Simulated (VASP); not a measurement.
# Ta5N in VASP: relaxation of the atoms with PBEsol

Aim: the relaxation of the atoms of Ta5N with PBEsol.

Program: VASP 6.6.1. These are calculated values, not measurements. Logs are shortened: lines on timing, memory, paths and dates and some standing lists are left out, and cuts for length are marked.

**1. The cell of the first run**

The cell holds a slab with vacuum, 6 atoms: a = 3.281 Å, b = 3.281 Å, c = 25.561 Å, α = 90.00°, β = 90.00°, γ = 90.00°.

**2. Relaxation of the atoms, PBEsol**

INCAR

```
PREC     = Accurate       # precision mode
ENCUT    = 520            # plane-wave cutoff, eV
EDIFF    = 1E-6           # SCF threshold, eV
ISMEAR   = 0              # smearing method
SIGMA    = 0.1            # smearing width, eV
LREAL    = False          # projectors in reciprocal space
LASPH    = True           # aspherical terms in the spheres
NELM     = 100            # most SCF steps
ALGO     = Fast           # electronic algorithm
ISIF     = 2              # what is computed and relaxed
LWAVE    = False          # write WAVECAR
LCHARG   = False          # write CHGCAR
LDIPOL   = True         
IDIPOL   = 3            
DIPOL    = 0.5 0.5 0.486
GGA      = PS             # functional
IBRION   = 2              # ionic algorithm
NSW      = 90             # ionic steps
EDIFFG   = -0.03          # ionic threshold
```

KPOINTS

```
Automatic mesh
0
Gamma
  9 9 1
```

POSCAR

```
Ta5N
1.0
    3.2805195246      0.0000000000      0.0000000000
    0.0000000000      3.2805195246      0.0000000000
    0.0000000000      0.0000000000     25.5610390493
Ta N
5 1
Selective dynamics
Direct
    0.5000000000      0.5000000000      0.3325373427  F F F
    0.0000000000      0.0000000000      0.3967076512  F F F
    0.5000000000      0.5000000000      0.4611411122  T T T
    0.0000000000      0.0000000000      0.5263369554  T T T
    0.5000000000      0.5000000000      0.5815099114  T T T
    0.0000000000      0.0000000000      0.6206319517  T T T
```

Potentials or basis: VASP PAW PBE potentials, release 64 (Ta_pv, N).

Run with:

```sh
cat potpaw_PBE.64/Ta_pv/POTCAR potpaw_PBE.64/N/POTCAR > POTCAR
mpirun -np 1 vasp_std > vasp.out
```

OUTCAR:

```text
PREC = Accurate
   ENCUT = 520
   EDIFF = 1E-6
   ISMEAR = 0
   LREAL = False
   LASPH = True
   NELM = 100
   ISIF = 2
   GGA = PS
   IBRION = 2
   NSW = 90
   EDIFFG = -0.03

 ion  position               nearest neighbor table
   1  0.500  0.500  0.333-   2 2.84   2 2.84   2 2.84   2 2.84   3 3.29
   2  0.000  0.000  0.397-   1 2.84   1 2.84   1 2.84   1 2.84   3 2.84   3 2.84   3 2.84   3 2.84
                             4 3.31
   3  0.500  0.500  0.461-   2 2.84   2 2.84   2 2.84   2 2.84   4 2.86   4 2.86   4 2.86   4 2.86
                             5 3.08   1 3.29
   4  0.000  0.000  0.526-   6 2.41   5 2.71   5 2.71   5 2.71   5 2.71   3 2.86   3 2.86   3 2.86
                             3 2.86   2 3.31
   5  0.500  0.500  0.582-   6 2.53   6 2.53   6 2.53   6 2.53   4 2.71   4 2.71   4 2.71   4 2.71
                             3 3.08
   6  0.000  0.000  0.621-   4 2.41   5 2.53   5 2.53   5 2.53   5 2.53

  LATTYP: Found a simple tetragonal cell.
 ALAT       =     3.2805195246
 C/A-ratio  =     7.7917655596

  Lattice vectors:

 A1 = (   3.2805195246,   0.0000000000,   0.0000000000)
 A2 = (   0.0000000000,   3.2805195246,   0.0000000000)
 A3 = (   0.0000000000,   0.0000000000,  25.5610390493)

Analysis of symmetry for initial positions (statically):
=====================================================================
 Subroutine PRICEL returns:
 Original cell was already a primitive cell.

 Routine SETGRP: Setting up the symmetry group for a
 simple tetragonal supercell.

 Subroutine GETGRP returns: Found  8 space group operations
 (whereof  8 operations were pure point group operations)
 out of a pool of 16 trial point group operations.

The static configuration has the point symmetry C_4v.

Analysis of symmetry for dynamics (positions and initial velocities):
=====================================================================
 Subroutine PRICEL returns:
 Original cell was already a primitive cell.

 Routine SETGRP: Setting up the symmetry group for a
 simple tetragonal supercell.

 Subroutine GETGRP returns: Found  8 space group operations
 (whereof  8 operations were pure point group operations)
 out of a pool of 16 trial point group operations.

The dynamic configuration has the point symmetry C_4v.

Analysis of constrained symmetry for selective dynamics:
=====================================================================
 Subroutine PRICEL returns:
 Original cell was already a primitive cell.

 Routine SETGRP: Setting up the symmetry group for a
 simple tetragonal supercell.

 Subroutine GETGRP returns: Found  8 space group operations
 (whereof  8 operations were pure point group operations)
 out of a pool of 16 trial point group operations.

The constrained configuration has the point symmetry C_4v.

 Subroutine INISYM returns: Found  8 space group operations
 (whereof  8 operations are pure point group operations),
 and found     1 'primitive' translations

----------------------------------------------------------------------------------------

                                     Primitive cell

  volume of cell :     275.0830

  direct lattice vectors                    reciprocal lattice vectors
     3.280519525  0.000000000  0.000000000     0.304829766  0.000000000  0.000000000
     0.000000000  3.280519525  0.000000000     0.000000000  0.304829766  0.000000000
     0.000000000  0.000000000 25.561039049     0.000000000  0.000000000  0.039122040

  length of vectors
     3.280519525  3.280519525 25.561039049     0.304829766  0.304829766  0.039122040

  position of ions in fractional coordinates (direct lattice)
     0.500000000  0.500000000  0.332537343
     0.000000000  0.000000000  0.396707651
     0.500000000  0.500000000  0.461141112
     0.000000000  0.000000000  0.526336955
     0.500000000  0.500000000  0.581509911
[... 75 lines left out ...]
   NSW    =     90    number of steps for IOM
   IBRION =      2    ionic relax: 0-MD 1-quasi-New 2-CG
   NFREE  =      1    steps in history (QN), initial steepest desc. (CG)
   ISIF   =      2    stress and relaxation
   ISYM   =      2    0-nonsym 1-usesym 2-fastsym
   POTIM  = 0.5000    time-step for ionic-motion
   TEBEG  =    0.0;   TEEND  =   0.0 temperature during run
   PSTRESS=    0.0 pullay stress
   NELECT =      60.0000    total number of electrons
   NUPDOWN=      -1.0000    fix difference up-down
   EMIN   =  10.00;   EMAX   =-10.00  energy-range for DOS
   EFERMI =   0.00;   METHOD = LEGACY
   ISMEAR =     0;   SIGMA  =   0.10  broadening in eV -4-tet -1-fermi 0-gaus
   EFERMI_NEDOS =   21; number of points for ismear=-14 and -15
   IALGO  =     68    algorithm
   IMIX   =      4    mixing-type and parameters
     AMIX     =   0.40;   BMIX     =  1.00
     AMIX_MAG =   1.60;   BMIX_MAG =  1.00
  volume/ion in A,a.u.               =      45.85       309.39
  Fermi-wavevector in a.u.,A,eV,Ry     =   0.985456  1.862242 13.212943  0.971124
  Thomas-Fermi vector in A             =   2.116765
   LORBIT       =      0    0 simple, 1 ext, 2 COOP (PROOUT), +10 PAW based schemes
   GGA     = PS    functional components
   LHFCALC =     F    Hartree Fock is set to
   AEXX    =    0.0000 exact exchange contribution
   IVDW    =     0    specifies the selected vdW correction
   LEPSILON=     F    determine dielectric tensor
   LRPA    =     F    only Hartree local field effects (RPA)
 conjugate gradient relaxation of ions
 non-spin polarized calculation
 RMM-DIIS sequential band-by-band and
 Gauss-broadening in eV      SIGMA  =   0.10
  energy-cutoff  :      520.00
  volume of cell :      275.08
 maximum number of plane-waves:      7464
   NGX = 13   NGY = 13   NGZ = 95

--------------------------------------- Ionic step        1  -------------------------------------------

 number of electron      60.0000020 magnetization

 Free energy of the ion-electron system (eV)
  ---------------------------------------------------
  ext. energy  EPLUGINS =         0.00000000
  ---------------------------------------------------
  free energy    TOTEN  =       -68.36324165 eV

  energy without entropy =      -68.34387703  energy(sigma->0) =      -68.35355934

------------------------ aborting loop because EDIFF is reached ----------------------------------------

  FORCE on cell =-STRESS in cart. coord.  units (eV):
  Direction    XX          YY          ZZ          XY          YZ          ZX
  --------------------------------------------------------------------------------------
  -------------------------------------------------------------------------------------
  Total       -8.5539324     -8.5539324     -2.9719810      0.0000000      0.0000000      0.0000000
  in kB      -49.8210229    -49.8210229    -17.3098322      0.0000000      0.0000000      0.0000000
  external PRESSURE =     -38.9839593 kB  Pullay stress =       0.0000000 kB
[... 29 lines left out ...]
 number of electron      60.0000026 magnetization

------------------------ aborting loop because EDIFF is reached ----------------------------------------

 vacuum level on the upper side and lower side of the slab       (xc-potential included)        -0.111        -0.135

  FORCE on cell =-STRESS in cart. coord.  units (eV):
  Direction    XX          YY          ZZ          XY          YZ          ZX
  --------------------------------------------------------------------------------------
  -------------------------------------------------------------------------------------
  Total      -12.9358985    -12.9358985     -6.1646323      0.0000000      0.0000000      0.0000000
  in kB      -75.3430894    -75.3430894    -35.9049233      0.0000000      0.0000000      0.0000000
  external PRESSURE =     -62.1970340 kB  Pullay stress =       0.0000000 kB
[... 21 lines left out ...]
  FREE ENERGIE OF THE ION-ELECTRON SYSTEM (eV)
  ---------------------------------------------------
  free  energy   TOTEN  =       -70.0950865124 eV

  energy  without entropy=      -70.0736370343  energy(sigma->0) =      -70.08436177

 dipolmoment           0.000000      0.000000      0.002640 electrons x Angstroem

--------------------------------------- Ionic step        3  -------------------------------------------

 number of electron      60.0000028 magnetization

------------------------ aborting loop because EDIFF is reached ----------------------------------------
[... 29 lines left out ...]
  FREE ENERGIE OF THE ION-ELECTRON SYSTEM (eV)
  ---------------------------------------------------
  free  energy   TOTEN  =       -70.1040068635 eV

  energy  without entropy=      -70.0810184177  energy(sigma->0) =      -70.09251264

[... ionic steps 4 to 12 ...]

--------------------------------------- Ionic step       13  -------------------------------------------

 number of electron      60.0000026 magnetization

------------------------ aborting loop because EDIFF is reached ----------------------------------------
[... 75 lines left out ...]
--------------------------------------- Ionic step       15  -------------------------------------------

 number of electron      60.0000025 magnetization

 dipolmoment           0.000000      0.000000     -0.026195 electrons x Angstroem

 Free energy of the ion-electron system (eV)
  ---------------------------------------------------
  ext. energy  EPLUGINS =         0.00000000
  ---------------------------------------------------
  free energy    TOTEN  =       -70.22849343 eV

  energy without entropy =      -70.20446658  energy(sigma->0) =      -70.21648001

 E-fermi :  -0.3701     XC(G=0):  -5.2069

 val. band max:       -0.3879141190   @ k =   0.3333   0.0000   0.0000
 cond. band min:      -0.3693827516   @ k =   0.4444   0.1111   0.0000
 fundamental gap:      0.0185313673
 Fermi energy:        -0.3701216464

 k-point     1 :       0.0000    0.0000    0.0000
  band No.  band energies     occupation
      1     -35.6078      2.00000
      2     -35.6078      2.00000
      3     -35.4783      2.00000
      4     -35.1084      2.00000
      5     -34.9436      2.00000
      6     -34.9436      2.00000
[... 574 lines left out ...]
     35       2.2157      0.00000
     36       2.5860      0.00000

------------------------ aborting loop because EDIFF is reached ----------------------------------------

 vacuum level on the upper side and lower side of the slab       (xc-potential included)        -0.360         0.080

  FORCE on cell =-STRESS in cart. coord.  units (eV):
  Direction    XX          YY          ZZ          XY          YZ          ZX
  --------------------------------------------------------------------------------------
  -------------------------------------------------------------------------------------
  Total      -11.5030163    -11.5030163     -2.3426282      0.0000000      0.0000000      0.0000000
  in kB      -66.9974945    -66.9974945    -13.6442663      0.0000000      0.0000000      0.0000000
  external PRESSURE =     -49.2130851 kB  Pullay stress =       0.0000000 kB
[... 21 lines left out ...]
  FREE ENERGIE OF THE ION-ELECTRON SYSTEM (eV)
  ---------------------------------------------------
  free  energy   TOTEN  =       -70.2284934263 eV

  energy  without entropy=      -70.2044665840  energy(sigma->0) =      -70.21648001

 reached required accuracy - stopping structural energy minimisation

 vacuum level on the upper side and lower side of the slab         3.139         3.585
```

Wall time 48 min (1 thread of Oxide Virtual Turin-like, shared host); peak memory 0.38 GiB.

What came out:

- Free energy: -70.2285 eV
- Energy gained by relaxing: 310.9 meV/atom
- Ionic steps: 15
- Band gap on the k mesh: zero (bands 30 and 31 overlap by 1.04 eV)

Step by step:
```
step  energy change (eV)  largest force on free atoms (eV/Å)  pressure (GPa)
   1              0.0000                              6.6032           -3.90
   2             -1.7318                              1.4772           -6.22
   3             -1.7408                              1.4069           -6.16
   4             -1.8442                              0.2803           -5.77
   5             -1.8457                              0.2555           -5.69
   6             -1.8519                              0.1560           -5.58
   7             -1.8541                              0.1857           -5.47
   8             -1.8568                              0.1276           -5.44
   9             -1.8584                              0.1584           -5.39
  10             -1.8600                              0.1290           -5.34
  11             -1.8635                              0.0899           -5.17
  12             -1.8641                              0.1291           -4.83
  13             -1.8649                              0.0597           -4.98
  14             -1.8652                              0.0314           -4.95
  15             -1.8653                              0.0149           -4.92
```

Final structure:
```cif
data_structure
_symmetry_space_group_name_H-M 'P 1'
_symmetry_Int_Tables_number 1
_cell_length_a 3.2805
_cell_length_b 3.2805
_cell_length_c 25.5610
_cell_angle_alpha 90.000
_cell_angle_beta 90.000
_cell_angle_gamma 90.000
_cell_volume 275.08
loop_
_atom_site_label
_atom_site_type_symbol
_atom_site_fract_x
_atom_site_fract_y
_atom_site_fract_z
_atom_site_occupancy
Ta1 Ta 0.50000 0.50000 0.33254 1
Ta2 Ta 0.00000 0.00000 0.39671 1
Ta3 Ta 0.50000 0.50000 0.45913 1
Ta4 Ta 0.00000 0.00000 0.52218 1
Ta5 Ta 0.50000 0.50000 0.59168 1
N1 N 0.00000 0.00000 0.60598 1
```

Caveat: the PAW data sets were made with another functional, which shifts forces and pressure a little; spin-orbit coupling is left out, which moves the levels of the heavy elements.
